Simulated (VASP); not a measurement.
# TiC (Fm-3m) in VASP: further runs

TiC is run at these levels: r2SCAN+D4, PBE; tasks: single point.

All numbers are computed with VASP 6.6.1; they aren't measurements. Logs are shortened: lines on timing, memory, paths and dates and some standing lists are left out, and cuts for length are marked.

### 1 The cell of the first run

The structure is cubic, space group Fm-3m (No. 225). The conventional cell has a = 4.243 Å, b = 4.243 Å, c = 4.243 Å, α = 90.00°, β = 90.00°, γ = 90.00°. Within 2.8 Å of Ti (site symmetry m-3m) lie 6 C at 2.12 Å. C (site symmetry m-3m) has 6 Ti at 2.12 Å within 2.8 Å.

### 2 Single point, r2SCAN+D4

File POSCAR:

```
TiC
1.0
    0.0000000000      2.1215080947      2.1215080947
    2.1215080947      0.0000000000      2.1215080947
    2.1215080947      2.1215080947      0.0000000000
Ti C
1 1
Direct
    0.0000000000      0.0000000000      0.0000000000
    0.5000000000      0.5000000000      0.5000000000
```

File INCAR.step1:

```
PREC = Accurate
ENCUT = 520
ISMEAR = -1
SIGMA = 0.05
LREAL = F
LASPH = T
NELM = 80
NBANDS = 15
GGA = PE
ALGO = Normal
EDIFF = 1E-4
LWAVE = T
LCHARG = F
```

File INCAR.step2:

```
PREC = Accurate
ENCUT = 520
EDIFF = 1E-7
ISMEAR = -1
SIGMA = 0.05
LREAL = F
LASPH = T
NELM = 80
ALGO = Normal
ISIF = 2
LWAVE = F
LCHARG = F
METAGGA = R2SCAN
LMIXTAU = T
IVDW = 13
VDW_S6 = 1.0
VDW_S8 = 0.6018749
VDW_A1 = 0.51559235
VDW_A2 = 5.77342911
NBANDS = 15
ISTART = 1
```

File KPOINTS:

```
regular mesh
0
Gamma
  11 11 11
```

Potentials or basis: VASP PAW PBE potentials, release 64 (Ti_sv, C).

Launch:

```console
$ cat potpaw_PBE.64/Ti_sv/POTCAR potpaw_PBE.64/C/POTCAR > POTCAR
$ cp INCAR.step1 INCAR
$ mpirun -np 1 vasp_std > vasp.out
$ cp INCAR.step2 INCAR
$ mpirun -np 1 vasp_std > vasp.out
```

OUTCAR:

```text
PREC = Accurate
   ENCUT = 520
   EDIFF = 1E-7
   ISMEAR = -1
   LREAL = F
   LASPH = T
   NELM = 80
   ISIF = 2
   METAGGA = R2SCAN
   IVDW = 13
   ISTART = 1

 ion  position               nearest neighbor table
   1  0.000  0.000  0.000-   2 2.12   2 2.12   2 2.12   2 2.12   2 2.12   2 2.12
   2  0.500  0.500  0.500-   1 2.12   1 2.12   1 2.12   1 2.12   1 2.12   1 2.12

  LATTYP: Found a face centered cubic cell.
 ALAT       =     4.2430161894

  Lattice vectors:

 A1 = (   0.0000000000,   2.1215080947,   2.1215080947)
 A2 = (   2.1215080947,   0.0000000000,   2.1215080947)
 A3 = (   2.1215080947,   2.1215080947,   0.0000000000)

Analysis of symmetry for initial positions (statically):
=====================================================================
 Subroutine PRICEL returns:
 Original cell was already a primitive cell.

 Routine SETGRP: Setting up the symmetry group for a
 face centered cubic supercell.

 Subroutine GETGRP returns: Found 48 space group operations
[... 9 lines left out ...]

 Routine SETGRP: Setting up the symmetry group for a
 face centered cubic supercell.

 Subroutine GETGRP returns: Found 48 space group operations
[... 11 lines left out ...]
                                     Primitive cell

  volume of cell :      19.0970

  direct lattice vectors                    reciprocal lattice vectors
     0.000000000  2.121508095  2.121508095    -0.235681401  0.235681401  0.235681401
     2.121508095  0.000000000  2.121508095     0.235681401 -0.235681401  0.235681401
     2.121508095  2.121508095  0.000000000     0.235681401  0.235681401 -0.235681401

  length of vectors
     3.000265520  3.000265520  3.000265520     0.408212161  0.408212161  0.408212161

  position of ions in fractional coordinates (direct lattice)
[... 8 lines left out ...]
----------------------------------------------------------------------------------------

 KPOINTS: regular mesh

Automatic generation of k-mesh.
 Grid dimensions read from file:
 generate k-points for:   11   11   11

 Generating k-lattice:

  Cartesian coordinates                     Fractional coordinates (reciprocal lattice)
    -0.021425582  0.021425582  0.021425582     0.090909091  0.000000000  0.000000000
     0.021425582 -0.021425582  0.021425582     0.000000000  0.090909091  0.000000000
     0.021425582  0.021425582 -0.021425582     0.000000000  0.000000000  0.090909091

  Length of vectors
     0.037110196  0.037110196  0.037110196

  Shift w.r.t. Gamma in fractional coordinates (k-lattice)
     0.000000000  0.000000000  0.000000000

 Subroutine IBZKPT returns following result:
 ===========================================

 Found     56 irreducible k-points:

 Following reciprocal coordinates:
            Coordinates               Weight
  0.000000  0.000000  0.000000      1.000000
  0.090909  0.000000  0.000000      8.000000
  0.181818  0.000000  0.000000      8.000000
  0.272727  0.000000  0.000000      8.000000
  0.363636  0.000000  0.000000      8.000000
  0.454545  0.000000  0.000000      8.000000
[... 16 lines left out ...]
 -0.272727  0.181818  0.000000     24.000000
 -0.181818  0.181818  0.000000     12.000000
 [... further k-points ...]
   k-points           NKPTS =     56   k-points in BZ     NKDIM =     56   number of bands    NBANDS=     15
   number of dos      NEDOS =    301   number of ions     NIONS =      2
   total plane-waves  NPLWV =  13824
   dimension x,y,z NGX =    24 NGY =   24 NGZ =   24
   dimension x,y,z NGXF=    48 NGYF=   48 NGZF=   48
   ions per type =               1   1
   NGX,Y,Z   is equivalent  to a cutoff of  13.30, 13.30, 13.30 a.u.
   NGXF,Y,Z  is equivalent  to a cutoff of  26.60, 26.60, 26.60 a.u.
 SYSTEM =  unknown system
   PREC   = accura    normal or accurate (medium, high low for compatibility)
   ISTART =      1    job   : 0-new  1-cont  2-samecut
   ICHARG =      0    charge: 1-file 2-atom 10-const
   ISPIN  =      1    spin polarized calculation?
   LNONCOLLINEAR =      F non collinear calculations
   LSORBIT =      F    spin-orbit coupling
   LASPH  =      T    aspherical Exc in radial PAW
   ENCUT  =  520.0 eV  38.22 Ry    6.18 a.u.   5.58  5.58  5.58*2*pi/ulx,y,z
   NELM   =     80;   NELMIN=  2; NELMDL=  0     # of ELM steps
   EDIFF  = 0.1E-06   stopping-criterion for ELM
   LREAL  =      F    real-space projection
   EDIFFG = 0.1E-05   stopping-criterion for IOM
   NSW    =      0    number of steps for IOM
   IBRION =     -1    ionic relax: 0-MD 1-quasi-New 2-CG
   NFREE  =      0    steps in history (QN), initial steepest desc. (CG)
   ISIF   =      2    stress and relaxation
   ISYM   =      2    0-nonsym 1-usesym 2-fastsym
   POTIM  = 0.5000    time-step for ionic-motion
   TEBEG  =    0.0;   TEEND  =   0.0 temperature during run
   PSTRESS=    0.0 pullay stress
   NELECT =      16.0000    total number of electrons
   NUPDOWN=      -1.0000    fix difference up-down
   EMIN   =  10.00;   EMAX   =-10.00  energy-range for DOS
   EFERMI =   0.00;   METHOD = LEGACY
   ISMEAR =    -1;   SIGMA  =   0.05  broadening in eV -4-tet -1-fermi 0-gaus
   EFERMI_NEDOS =   21; number of points for ismear=-14 and -15
   IALGO  =     38    algorithm
   IMIX   =      4    mixing-type and parameters
     AMIX     =   0.40;   BMIX     =  1.00
     AMIX_MAG =   1.60;   BMIX_MAG =  1.00
  volume/ion in A,a.u.               =       9.55        64.44
  Fermi-wavevector in a.u.,A,eV,Ry     =   1.543335  2.916480 32.407474  2.381882
  Thomas-Fermi vector in A             =   2.649012
   LORBIT       =      0    0 simple, 1 ext, 2 COOP (PROOUT), +10 PAW based schemes
   METAGGA = R2SCAN    functional components
   LHFCALC =     F    Hartree Fock is set to
   AEXX    =    0.0000 exact exchange contribution
   IVDW    =    13    specifies the selected vdW correction
   LEPSILON=     F    determine dielectric tensor
   LRPA    =     F    only Hartree local field effects (RPA)
 non-spin polarized calculation
  energy-cutoff  :      520.00
  volume of cell :       19.10
 maximum number of plane-waves:       532
   NGX = 11   NGY = 11   NGZ = 11

 number of electron      16.0000002 magnetization

 Free energy of the ion-electron system (eV)
  ---------------------------------------------------
  ext. energy  EPLUGINS =         0.00000000
  ---------------------------------------------------
  free energy    TOTEN  =       -24.80005119 eV

  energy without entropy =      -24.79793261  energy(sigma->0) =      -24.79899190

 E-fermi :  10.3091     XC(G=0): -13.9526

 val. band max:       10.2215360607   @ k =   0.1818   0.1818   0.0000
 cond. band min:      10.3514537595   @ k =   0.0909   0.0000   0.0000
 fundamental gap:      0.1299176988
 Fermi energy:        10.3091378276

 k-point     1 :       0.0000    0.0000    0.0000
  band No.  band energies     occupation
      1     -48.5494      2.00000
      2     -23.4918      2.00000
      3     -23.4917      2.00000
      4     -23.4917      2.00000
      5      -3.2636      2.00000
      6      11.1251      0.00000
      7      11.1251      0.00000
      8      11.1251      0.00000
      9      11.9810      0.00000
     10      11.9810      0.00000
     11      11.9810      0.00000
     12      12.0937      0.00000
     13      12.0937      0.00000
     14      22.3960      0.00000
     15      25.3131      0.00000

 k-point     2 :       0.0909    0.0000    0.0000
  band No.  band energies     occupation
      1     -48.5416      2.00000
      2     -23.5454      2.00000
      3     -23.4963      2.00000
      4     -23.4963      2.00000
      5      -3.0569      2.00000
      6      10.1287      1.94723
      7      10.3515      0.60041
      8      10.3515      0.60033
      9      11.4365      0.00000
     10      11.4366      0.00000
     11      12.5374      0.00000
     12      13.7227      0.00000
     13      13.7227      0.00000
     14      22.7291      0.00000
     15      25.4012      0.00000

 k-point     3 :       0.1818    0.0000    0.0000
  band No.  band energies     occupation
      1     -48.5205      2.00000
      2     -23.6872      2.00000
      3     -23.5086      2.00000
      4     -23.5086      2.00000
      5      -2.4660      2.00000
      6       8.5156      2.00000
      7       9.0486      2.00000
      8       9.0486      2.00000
      9      11.8523      0.00000
     10      11.8523      0.00000
     11      13.0943      0.00000
     12      15.4825      0.00000
     13      15.4825      0.00000
     14      23.1757      0.00000
     15      25.5274      0.00000

 k-point     4 :       0.2727    0.0000    0.0000
  band No.  band energies     occupation
      1     -48.4927      2.00000
      2     -23.8686      2.00000
      3     -23.5246      2.00000
      4     -23.5245      2.00000
      5      -1.5733      2.00000
      6       6.8034      2.00000
      7       8.0117      2.00000
      8       8.0117      2.00000
      9      12.4826      0.00000
     10      12.4826      0.00000
     11      13.6270      0.00000
     12      17.1371      0.00000
     13      17.1371      0.00000
     14      22.3264      0.00000
     15      26.4630      0.00000
[... 307 lines left out ...]
 k-point    22 :      -0.3636    0.1818    0.0000
  band No.  band energies     occupation
      1     -48.4426      2.00000
      2     -24.0365      2.00000
      3     -23.6909      2.00000
      4     -23.5636      2.00000
      5       0.0703      2.00000
      6       4.7927      2.00000
      7       7.0444      2.00000
      8       7.1544      2.00000
      9      13.2324      0.00000
     10      13.5917      0.00000
     11      14.6471      0.00000
     12      17.0571      0.00000
     13      19.0085      0.00000
     14      21.6585      0.00000
     15      25.5903      0.00000

 k-point    23 :      -0.2727    0.1818    0.0000
  band No.  band energies     occupation
      1     -48.4597      2.00000
      2     -23.9515      2.00000
      3     -23.6779      2.00000
      4     -23.5361      2.00000
      5      -0.5797      2.00000
      6       5.5470      2.00000
      7       7.2820      2.00000
      8       7.4859      2.00000
      9      12.6238      0.00000
     10      13.6385      0.00000
     11      14.5629      0.00000
     12      16.0287      0.00000
     13      19.1042      0.00000
     14      22.4803      0.00000
     15      25.1048      0.00000

 k-point    24 :      -0.1818    0.1818    0.0000
  band No.  band energies     occupation
      1     -48.4834      2.00000
      2     -23.8466      2.00000
      3     -23.6286      2.00000
      4     -23.5137      2.00000
      5      -1.3752      2.00000
      6       6.5984      2.00000
      7       7.6871      2.00000
      8       8.1091      2.00000
      9      12.0937      0.00000
     10      13.2761      0.00000
     11      14.2583      0.00000
     12      15.1934      0.00000
     13      18.3464      0.00000
     14      23.4722      0.00000
     15      24.8892      0.00000

 [... further k-points ...]

------------------------ aborting loop because EDIFF is reached ----------------------------------------

  DFT-D4 for vdW energy calculation

  Edisp (eV):   -0.21970

  FORCE on cell =-STRESS in cart. coord.  units (eV):
  Direction    XX          YY          ZZ          XY          YZ          ZX
  --------------------------------------------------------------------------------------
  -------------------------------------------------------------------------------------
  Total       1.98594     1.98594     1.98594    -0.00000     0.00000    -0.00000
  in kB     166.61478   166.61478   166.61478    -0.00000     0.00000    -0.00000
  external pressure =      166.61 kB  Pullay stress =        0.00 kB

 VOLUME and BASIS-vectors are now :
 -----------------------------------------------------------------------------
  energy-cutoff  :      520.00
  volume of cell :       19.10
      direct lattice vectors                 reciprocal lattice vectors
     0.000000000  2.121508095  2.121508095    -0.235681401  0.235681401  0.235681401
     2.121508095  0.000000000  2.121508095     0.235681401 -0.235681401  0.235681401
     2.121508095  2.121508095  0.000000000     0.235681401  0.235681401 -0.235681401

 POSITION                                       TOTAL-FORCE (eV/Angst)
 -----------------------------------------------------------------------------------
      0.00000      0.00000      0.00000         0.000000     -0.000000     -0.000000
      2.12151      2.12151      2.12151         0.000000      0.000000      0.000000
 -----------------------------------------------------------------------------------
    total drift:                                0.000000     -0.000000     -0.000000

  FREE ENERGIE OF THE ION-ELECTRON SYSTEM (eV)
  ---------------------------------------------------
  free  energy   TOTEN  =       -25.0197534503 eV

  energy  without entropy=      -25.0176348651  energy(sigma->0) =      -25.01869416
```

It took 60 s on 1 thread of AMD EPYC 9R45 (Zen 5), shared host; peak memory 0.12 GiB.

What came out:

| Quantity | Value |
| --- | --- |
| Free energy | -25.0198 eV |
| Pressure | 16.7 GPa |
| Band gap on the k mesh | zero (band 8 reaches 11.13 eV, above the bottom of band 9 at 9.76 eV) |
| Dispersion energy per atom | -0.110 eV |

Caveat: the PAW data sets were made with another functional, which shifts forces and pressure a little; pairwise dispersion overbinds metals, which lowers pressure and volume.

### 3 Single point, r2SCAN+D4

This run uses another cell than the first one, of 9.75 Å³/atom, 1.021 times its volume.

File POSCAR:

```
TiC
1.0
    0.0000000000      2.1364487848      2.1364487848
    2.1364487848      0.0000000000      2.1364487848
    2.1364487848      2.1364487848      0.0000000000
Ti C
1 1
Direct
    0.0000000000      0.0000000000      0.0000000000
    0.5000000000      0.5000000000      0.5000000000
```

File INCAR.step1:

```
ALGO     = Normal         # electronic algorithm
EDIFF    = 1E-4           # SCF threshold, eV
ENCUT    = 520            # plane-wave cutoff, eV
GGA      = PE             # functional
ISMEAR   = -1             # smearing method
LASPH    = True           # aspherical terms in the spheres
LCHARG   = False          # write CHGCAR
LREAL    = False          # projectors in reciprocal space
LWAVE    = True           # write WAVECAR
NBANDS   = 15             # bands
NELM     = 100            # most SCF steps
PREC     = Accurate       # precision mode
SIGMA    = 0.05           # smearing width, eV
```

File INCAR.step2:

```
ALGO     = Normal         # electronic algorithm
EDIFF    = 1E-6           # SCF threshold, eV
ENCUT    = 520            # plane-wave cutoff, eV
ISIF     = 2              # what is computed and relaxed
ISMEAR   = -1             # smearing method
ISTART   = 1            
IVDW     = 13             # dispersion correction
LASPH    = True           # aspherical terms in the spheres
LCHARG   = True           # write CHGCAR
LELF     = True           # ELF
LMIXTAU  = True         
LREAL    = False          # projectors in reciprocal space
LVHAR    = True         
LWAVE    = False          # write WAVECAR
METAGGA  = R2SCAN         # meta-GGA
NBANDS   = 15             # bands
NELM     = 100            # most SCF steps
PREC     = Accurate       # precision mode
SIGMA    = 0.05           # smearing width, eV
VDW_A1   = 0.51559235   
VDW_A2   = 5.77342911   
VDW_S6   = 1.0          
VDW_S8   = 0.6018749
```

File KPOINTS:

```
k-points
0
Gamma
  11 11 11
```

Potentials or basis: VASP PAW PBE potentials, release 64 (Ti_sv, C).

Launch:

```console
$ cat potpaw_PBE.64/Ti_sv/POTCAR potpaw_PBE.64/C/POTCAR > POTCAR
$ cp INCAR.step1 INCAR
$ mpirun -np 1 vasp_std > vasp.out
$ cp INCAR.step2 INCAR
$ mpirun -np 1 vasp_std > vasp.out
```

Wall time 54 s (1 thread of AMD EPYC 9R45 (Zen 5), shared host); peak memory 0.12 GiB.

It converged, with:

```yaml
Free_energy: -25.0538 eV
Pressure: 10.0 GPa
Band_gap_on_the_k_mesh: zero (band 8 reaches 10.86 eV, above the bottom of band 9 at 9.50 eV)
Dispersion_energy_per_atom: -0.107 eV
```

Levels at points of the mesh, in eV from the Fermi level:
```csv
k point,band 5,band 6,band 7,band 8,band 9,band 10,band 11,band 12
"(0.00, 0.00, 0.00)",-13.48,0.81,0.81,0.81,1.64,1.64,1.64,1.73
```

Caveat: the PAW data sets were made with another functional, which shifts forces and pressure a little; pairwise dispersion overbinds metals, which lowers pressure and volume.

### 4 Single point, r2SCAN+D4

This run uses another cell than the first one, of 9.95 Å³/atom, 1.043 times its volume.

File POSCAR:

```
TiC
1.0
    0.0000000000      2.1511833799      2.1511833799
    2.1511833799      0.0000000000      2.1511833799
    2.1511833799      2.1511833799      0.0000000000
Ti C
1 1
Direct
    0.0000000000      0.0000000000      0.0000000000
    0.5000000000      0.5000000000      0.5000000000
```

File INCAR.step1:

```
SYSTEM = TiC
ALGO = Normal
EDIFF = 1E-4
ENCUT = 520
GGA = PE
ISMEAR = -1
LASPH = .TRUE.
LCHARG = .FALSE.
LREAL = .FALSE.
LWAVE = .TRUE.
NBANDS = 15
NELM = 100
PREC = Accurate
SIGMA = 0.05
```

File INCAR.step2:

```
SYSTEM = TiC
ALGO = Normal
EDIFF = 1E-6
ENCUT = 520
ISIF = 2
ISMEAR = -1
ISTART = 1
IVDW = 13
LASPH = .TRUE.
LCHARG = .FALSE.
LMIXTAU = .TRUE.
LREAL = .FALSE.
LWAVE = .FALSE.
METAGGA = R2SCAN
NBANDS = 15
NELM = 100
PREC = Accurate
SIGMA = 0.05
VDW_A1 = 0.51559235
VDW_A2 = 5.77342911
VDW_S6 = 1.0
VDW_S8 = 0.6018749
```

File KPOINTS:

```
k-points
0
G
  11 11 11
  0 0 0
```

Launch:

```console
$ cat potpaw_PBE.64/Ti_sv/POTCAR potpaw_PBE.64/C/POTCAR > POTCAR
$ cp INCAR.step1 INCAR
$ mpirun -np 1 vasp_std > vasp.out
$ cp INCAR.step2 INCAR
$ mpirun -np 1 vasp_std > vasp.out
```

Wall time 58 s (1 thread of AMD EPYC 9R45 (Zen 5), shared host); peak memory 0.12 GiB.

It converged, with:

| Property | Result |
| --- | --- |
| Free energy | -25.0718 eV |
| Pressure | 4.0 GPa |
| Band gap on the k mesh | zero (band 8 reaches 10.60 eV, above the bottom of band 9 at 9.26 eV) |
| Dispersion energy per atom | -0.105 eV |

Levels at points of the mesh, in eV from the Fermi level:
```tsv
k point	band 5	band 6	band 7	band 8	band 9	band 10	band 11	band 12
(0.00, 0.00, 0.00)	-13.38	0.80	0.80	0.80	1.61	1.61	1.61	1.69
```

Caveat: the PAW data sets were made with another functional, which shifts forces and pressure a little; pairwise dispersion overbinds metals, which lowers pressure and volume.

### 5 Single point, PBE

File INCAR:

```
PREC = Accurate
ENCUT = 520
EDIFF = 1E-6
ISMEAR = -1
SIGMA = 0.05
LREAL = False
LASPH = True
NELM = 100
ALGO = Normal
ISIF = 2
LWAVE = False
LCHARG = False
GGA = PE
NBANDS = 15
```

File KPOINTS:

```
regular mesh
0
Gamma
  11 11 11
```

File POSCAR:

```
TiC
1.0
    0.0000000000      2.1364487848      2.1364487848
    2.1364487848      0.0000000000      2.1364487848
    2.1364487848      2.1364487848      0.0000000000
Ti C
1 1
Direct
    0.0000000000      0.0000000000      0.0000000000
    0.5000000000      0.5000000000      0.5000000000
```

Launch:

```console
$ cat potpaw_PBE.64/Ti_sv/POTCAR potpaw_PBE.64/C/POTCAR > POTCAR
$ mpirun -np 1 vasp_std > vasp.out
```

Run time: 12 s. Hardware: 1 thread of Intel Xeon Platinum 8124M at 3.00GHz (Skylake/Cascade Lake), shared host; peak memory 0.14 GiB.

The run converged. Its results:

* Free energy: -18.6801 eV
* Pressure: 11.6 GPa
* Band gap on the k mesh: zero (band 8 reaches 10.61 eV, above the bottom of band 9 at 9.48 eV)

Levels at points of the mesh, in eV from the Fermi level:
```
           k point  band 5  band 6  band 7  band 8  band 9  band 10  band 11  band 12
(0.00, 0.00, 0.00)  -12.66    0.64    0.64    0.64    1.66     1.66     1.66     1.73
```

### 6 Overview

| level | cell | gap on the mesh (eV) | pressure (GPa) |
| --- | --- | --- | --- |
| r2SCAN+D4 | a = 3.000 Å, angles 60.0°, 2 atoms | none | 16.7 |
| r2SCAN+D4 | a = 3.021 Å, angles 60.0°, 2 atoms | none | 10.0 |
| r2SCAN+D4 | a = 3.042 Å, angles 60.0°, 2 atoms | none | 4.0 |
| PBE | a = 3.021 Å, angles 60.0°, 2 atoms | none | 11.6 |

Alike in all rows: task single point; potentials or basis VASP PAW PBE potentials, release 64 (Ti_sv, C); no spin polarisation; k mesh 11 × 11 × 11; cutoff (eV) 520; smearing fermi-dirac 0.05 eV.

Caveats: the PAW data sets were made with another functional, which shifts forces and pressure a little (some runs); pairwise dispersion overbinds metals, which lowers pressure and volume (some runs).

Absolute energies hang on the potentials; compare differences alone.
